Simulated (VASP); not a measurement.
# Lu (Im-3m) in VASP: a series of runs

Runs on Lu. Level: PBE. Tasks: electric field gradients.

Everything below comes from runs of VASP 6.6.1. Logs are shortened: lines on timing, memory, paths and dates and some standing lists are left out, and cuts for length are marked.

### 1 The cell of the first run

It takes space group Im-3m (No. 229, cubic). Conventional cell: a = 3.908 Å, b = 3.908 Å, c = 3.908 Å, α = 90.00°, β = 90.00°, γ = 90.00°. Lu (site symmetry m-3m) has 14 Lu at 3.38 to 3.91 Å within 4.4 Å.

### 2 Electric field gradients, PBE

The input, INCAR:

```
SYSTEM = Lu
PREC = Accurate
ENCUT = 520
EDIFF = 1E-8
ISMEAR = -1
SIGMA = 0.05
LREAL = .False.
LASPH = .True.
NELM = 80
ALGO = Normal
ISIF = 2
LWAVE = .False.
LCHARG = .False.
GGA = PE
LEFG = .True.
NBANDS = 18
```

The input, KPOINTS:

```
regular mesh
0
Gamma
  15 15 15
  0 0 0
```

The input, POSCAR:

```
Lu
1.0
   -1.9541071088      1.9541071088      1.9541071088
    1.9541071088     -1.9541071088      1.9541071088
    1.9541071088      1.9541071088     -1.9541071088
Lu
1
Direct
    0.0000000000      0.0000000000      0.0000000000
```

Potentials or basis: VASP PAW PBE potentials, release 64 (Lu).

On the command line:

```console
$ cat potpaw_PBE.64/Lu/POTCAR > POTCAR
$ mpirun -np 1 vasp_std > vasp.out
```

OUTCAR:

```text
SYSTEM = Lu
   PREC = Accurate
   ENCUT = 520
   EDIFF = 1E-8
   ISMEAR = -1
   LREAL = .False.
   LASPH = .True.
   NELM = 80
   ISIF = 2
   GGA = PE

 ion  position               nearest neighbor table
   1  0.000  0.000  0.000-

  LATTYP: Found a body centered cubic cell.
 ALAT       =     3.9082142176

  Lattice vectors:

 A1 = (  -1.9541071088,   1.9541071088,   1.9541071088)
 A2 = (   1.9541071088,  -1.9541071088,   1.9541071088)
 A3 = (   1.9541071088,   1.9541071088,  -1.9541071088)

Analysis of symmetry for initial positions (statically):
=====================================================================
 Subroutine PRICEL returns:
 Original cell was already a primitive cell.

 Routine SETGRP: Setting up the symmetry group for a
 body centered cubic supercell.

 Subroutine GETGRP returns: Found 48 space group operations
 (whereof 48 operations were pure point group operations)
 out of a pool of 48 trial point group operations.

The static configuration has the point symmetry O_h .

Analysis of symmetry for dynamics (positions and initial velocities):
=====================================================================
 Subroutine PRICEL returns:
 Original cell was already a primitive cell.

 Routine SETGRP: Setting up the symmetry group for a
 body centered cubic supercell.

 Subroutine GETGRP returns: Found 48 space group operations
 (whereof 48 operations were pure point group operations)
 out of a pool of 48 trial point group operations.

The dynamic configuration has the point symmetry O_h .

 Subroutine INISYM returns: Found 48 space group operations
 (whereof 48 operations are pure point group operations),
 and found     1 'primitive' translations

----------------------------------------------------------------------------------------

                                     Primitive cell

  volume of cell :      29.8473

  direct lattice vectors                    reciprocal lattice vectors
    -1.954107109  1.954107109  1.954107109     0.000000000  0.255871338  0.255871338
     1.954107109 -1.954107109  1.954107109     0.255871338  0.000000000  0.255871338
     1.954107109  1.954107109 -1.954107109     0.255871338  0.255871338  0.000000000

  length of vectors
     3.384612796  3.384612796  3.384612796     0.361856716  0.361856716  0.361856716

  position of ions in fractional coordinates (direct lattice)
     0.000000000  0.000000000  0.000000000

  ion indices of the primitive-cell ions
   primitive index   ion index
                 1           1

----------------------------------------------------------------------------------------

 KPOINTS: regular mesh

Automatic generation of k-mesh.
 Grid dimensions read from file:
 generate k-points for:   15   15   15

 Generating k-lattice:

  Cartesian coordinates                     Fractional coordinates (reciprocal lattice)
     0.000000000  0.017058089  0.017058089     0.066666667  0.000000000  0.000000000
     0.017058089  0.000000000  0.017058089     0.000000000  0.066666667  0.000000000
     0.017058089  0.017058089  0.000000000     0.000000000  0.000000000  0.066666667

  Length of vectors
     0.024123781  0.024123781  0.024123781

  Shift w.r.t. Gamma in fractional coordinates (k-lattice)
     0.000000000  0.000000000  0.000000000

 Subroutine IBZKPT returns following result:
 ===========================================

 Found    120 irreducible k-points:

 Following reciprocal coordinates:
            Coordinates               Weight
  0.000000  0.000000  0.000000      1.000000
  0.066667  0.000000  0.000000     12.000000
  0.133333  0.000000  0.000000     12.000000
  0.200000  0.000000  0.000000     12.000000
  0.266667  0.000000  0.000000     12.000000
  0.333333  0.000000  0.000000     12.000000
[... 16 lines left out ...]
  0.333333  0.200000  0.000000     48.000000
  0.400000  0.200000  0.000000     24.000000
 [... further k-points ...]
   k-points           NKPTS =    120   k-points in BZ     NKDIM =    120   number of bands    NBANDS=     18
   number of dos      NEDOS =    301   number of ions     NIONS =      1
   total plane-waves  NPLWV =  21952
   dimension x,y,z NGX =    28 NGY =   28 NGZ =   28
   dimension x,y,z NGXF=    56 NGYF=   56 NGZF=   56
   ions per type =               1
   NGX,Y,Z   is equivalent  to a cutoff of  13.75, 13.75, 13.75 a.u.
   NGXF,Y,Z  is equivalent  to a cutoff of  27.51, 27.51, 27.51 a.u.
 SYSTEM =  Lu
   PREC   = accura    normal or accurate (medium, high low for compatibility)
   ISTART =      0    job   : 0-new  1-cont  2-samecut
   ICHARG =      2    charge: 1-file 2-atom 10-const
   ISPIN  =      1    spin polarized calculation?
   LNONCOLLINEAR =      F non collinear calculations
   LSORBIT =      F    spin-orbit coupling
   LASPH  =      T    aspherical Exc in radial PAW
   ENCUT  =  520.0 eV  38.22 Ry    6.18 a.u.   6.29  6.29  6.29*2*pi/ulx,y,z
   NELM   =     80;   NELMIN=  2; NELMDL= -5     # of ELM steps
   EDIFF  = 0.1E-07   stopping-criterion for ELM
   LREAL  =      F    real-space projection
   EDIFFG = 0.1E-06   stopping-criterion for IOM
   NSW    =      0    number of steps for IOM
   IBRION =     -1    ionic relax: 0-MD 1-quasi-New 2-CG
   NFREE  =      0    steps in history (QN), initial steepest desc. (CG)
   ISIF   =      2    stress and relaxation
   ISYM   =      2    0-nonsym 1-usesym 2-fastsym
   POTIM  = 0.5000    time-step for ionic-motion
   TEBEG  =    0.0;   TEEND  =   0.0 temperature during run
   PSTRESS=    0.0 pullay stress
   NELECT =      25.0000    total number of electrons
   NUPDOWN=      -1.0000    fix difference up-down
   EMIN   =  10.00;   EMAX   =-10.00  energy-range for DOS
   EFERMI =   0.00;   METHOD = LEGACY
   ISMEAR =    -1;   SIGMA  =   0.05  broadening in eV -4-tet -1-fermi 0-gaus
   EFERMI_NEDOS =   21; number of points for ismear=-14 and -15
   IALGO  =     38    algorithm
   IMIX   =      4    mixing-type and parameters
     AMIX     =   0.40;   BMIX     =  1.00
     AMIX_MAG =   1.60;   BMIX_MAG =  1.00
  volume/ion in A,a.u.               =      29.85       201.42
  Fermi-wavevector in a.u.,A,eV,Ry     =   1.543191  2.916209 32.401456  2.381440
  Thomas-Fermi vector in A             =   2.648889
   LORBIT       =      0    0 simple, 1 ext, 2 COOP (PROOUT), +10 PAW based schemes
   GGA     = PE    functional components
   LHFCALC =     F    Hartree Fock is set to
   AEXX    =    0.0000 exact exchange contribution
   IVDW    =     0    specifies the selected vdW correction
   LEPSILON=     F    determine dielectric tensor
   LRPA    =     F    only Hartree local field effects (RPA)
 non-spin polarized calculation
  energy-cutoff  :      520.00
  volume of cell :       29.85
 maximum number of plane-waves:       816
 NGX is ok and might be reduce to    28
   NGX = 13   NGY = 13   NGZ = 13

 number of electron      24.9999996 magnetization

 Free energy of the ion-electron system (eV)
  ---------------------------------------------------
  ext. energy  EPLUGINS =         0.00000000
  ---------------------------------------------------
  free energy    TOTEN  =        -4.38950192 eV

  energy without entropy =       -4.37052445  energy(sigma->0) =       -4.38001318

 E-fermi :   2.2773     XC(G=0): -10.5566

 val. band max:        2.2674443182   @ k =   0.2667   0.1333   0.1333
 cond. band min:       2.2844052950   @ k =  -0.4667   0.4667   0.1333
 fundamental gap:      0.0169609768
 Fermi energy:         2.2773277062

 k-point     1 :       0.0000    0.0000    0.0000
  band No.  band energies     occupation
      1     -54.1818      2.00000
      2     -24.6133      2.00000
      3     -24.6133      2.00000
      4     -24.6133      2.00000
      5      -3.8166      2.00000
      6      -2.9302      2.00000
[... 10 lines left out ...]
     17       6.5596      0.00000
     18      13.8192      0.00000

 k-point     2 :       0.0667    0.0000    0.0000
  band No.  band energies     occupation
      1     -54.1806      2.00000
      2     -24.6340      2.00000
      3     -24.6200      2.00000
      4     -24.6134      2.00000
      5      -3.6895      2.00000
      6      -2.9291      2.00000
[... 10 lines left out ...]
     17       6.5586      0.00000
     18      13.9449      0.00000

 k-point     3 :       0.1333    0.0000    0.0000
  band No.  band energies     occupation
      1     -54.1771      2.00000
      2     -24.6920      2.00000
      3     -24.6387      2.00000
      4     -24.6135      2.00000
      5      -3.3193      2.00000
      6      -2.9262      2.00000
[... 10 lines left out ...]
     17       6.5677      0.00000
     18      14.2098      0.00000

 k-point     4 :       0.2000    0.0000    0.0000
  band No.  band energies     occupation
      1     -54.1720      2.00000
      2     -24.7759      2.00000
      3     -24.6661      2.00000
      4     -24.6136      2.00000
      5      -2.9228      2.00000
      6      -2.9122      2.00000
[... 10 lines left out ...]
     17       6.6148      0.00000
     18      14.1650      0.00000

 k-point     5 :       0.2667    0.0000    0.0000
  band No.  band energies     occupation
      1     -54.1661      2.00000
      2     -24.8705      2.00000
      3     -24.6974      2.00000
      4     -24.6138      2.00000
      5      -2.9203      2.00000
      6      -2.9011      2.00000
[... 10 lines left out ...]
     17       6.7237      0.00000
     18      13.4509      0.00000

 k-point     6 :       0.3333    0.0000    0.0000
  band No.  band energies     occupation
      1     -54.1604      2.00000
      2     -24.9591      2.00000
      3     -24.7271      2.00000
      4     -24.6140      2.00000
      5      -2.9197      2.00000
      6      -2.8951      2.00000
[... 307 lines left out ...]
 k-point    21 :       0.2000    0.2000    0.0000
  band No.  band energies     occupation
      1     -54.1590      2.00000
      2     -24.9438      2.00000
      3     -24.7379      2.00000
      4     -24.6490      2.00000
      5      -2.9092      2.00000
      6      -2.9011      2.00000
[... 10 lines left out ...]
     17       7.5746      0.00000
     18      11.7231      0.00000

 k-point    22 :       0.2667    0.2000   -0.0000
  band No.  band energies     occupation
      1     -54.1549      2.00000
      2     -24.9832      2.00000
      3     -24.7797      2.00000
      4     -24.6551      2.00000
      5      -2.9097      2.00000
      6      -2.9065      2.00000
[... 10 lines left out ...]
     17       8.5116      0.00000
     18      10.6025      0.00000

 k-point    23 :       0.3333    0.2000    0.0000
  band No.  band energies     occupation
      1     -54.1520      2.00000
      2     -25.0060      2.00000
      3     -24.8130      2.00000
      4     -24.6579      2.00000
      5      -2.9146      2.00000
      6      -2.9066      2.00000
[... 10 lines left out ...]
     17       9.2333      0.00000
     18       9.7942      0.00000

 k-point    24 :       0.4000    0.2000    0.0000
  band No.  band energies     occupation
      1     -54.1510      2.00000
      2     -25.0132      2.00000
      3     -24.8257      2.00000
      4     -24.6588      2.00000
      5      -2.9161      2.00000
      6      -2.9070      2.00000
[... 10 lines left out ...]
     17       9.0393      0.00000
     18       9.9805      0.00000

 [... further k-points ...]
[... 5 lines left out ...]
  --------------------------------------------------------------------------------------
  -------------------------------------------------------------------------------------
  Total       -0.0409793     -0.0409793     -0.0409793      0.0000000      0.0000000     -0.0000000
  in kB       -2.1997337     -2.1997337     -2.1997337      0.0000000      0.0000000     -0.0000000
  external PRESSURE =      -2.1997337 kB  Pullay stress =       0.0000000 kB

 VOLUME and BASIS-vectors are now :
 -----------------------------------------------------------------------------
  energy-cutoff  :      520.00
  volume of cell :       29.85
      direct lattice vectors                 reciprocal lattice vectors
    -1.954107109  1.954107109  1.954107109     0.000000000  0.255871338  0.255871338
     1.954107109 -1.954107109  1.954107109     0.255871338  0.000000000  0.255871338
     1.954107109  1.954107109 -1.954107109     0.255871338  0.255871338  0.000000000

 POSITION                                       TOTAL-FORCE (eV/Angst)
 -----------------------------------------------------------------------------------
      0.00000      0.00000      0.00000         0.000000     -0.000000      0.000000
 -----------------------------------------------------------------------------------
    total drift:                               -0.000000     -0.000000     -0.000000

  FREE ENERGIE OF THE ION-ELECTRON SYSTEM (eV)
  ---------------------------------------------------
  free  energy   TOTEN  =        -4.3895019167 eV

  energy  without entropy=       -4.3705244522  energy(sigma->0) =       -4.38001318

 Electric field gradients (V/A^2)
---------------------------------------------------------------------
 ion       V_xx      V_yy      V_zz      V_xy      V_xz      V_yz
---------------------------------------------------------------------
   1      -0.000    -0.000    -0.000     0.002     0.002     0.002
---------------------------------------------------------------------

 Electric field gradients after diagonalization (V/A^2)
 (convention: |V_zz| > |V_xx| > |V_yy|)
----------------------------------------------------------------------
 ion       V_xx      V_yy      V_zz     asymmetry (V_yy - V_xx)/ V_zz
----------------------------------------------------------------------
   1      -0.002    -0.002     0.004       0.000
----------------------------------------------------------------------

           NMR quadrupolar parameters

 Cq : quadrupolar parameter    Cq=e*Q*V_zz/h
 eta: asymmetry parameters     (V_yy - V_xx)/ V_zz
 Q  : nuclear electric quadrupole moment in mb (millibarn)
----------------------------------------------------------------------
 ion       Cq(MHz)       eta       Q (mb)
----------------------------------------------------------------------
   1       0.000       0.000       1.000
----------------------------------------------------------------------
```

Run time: 45 s. Hardware: 1 thread of Intel Xeon Platinum 8488C (Sapphire Rapids), shared host; peak memory 0.21 GiB.

What came out:

```yaml
Free_energy: -4.3895 eV
Pressure: -0.2 GPa
```

Caveat: without QUAD_EFG the Cq values of the log hold for a quadrupole moment of 1 mb, not for the nuclei; spin-orbit coupling is left out, which moves the levels of the heavy elements.

(Continued in part 2 of 2.)
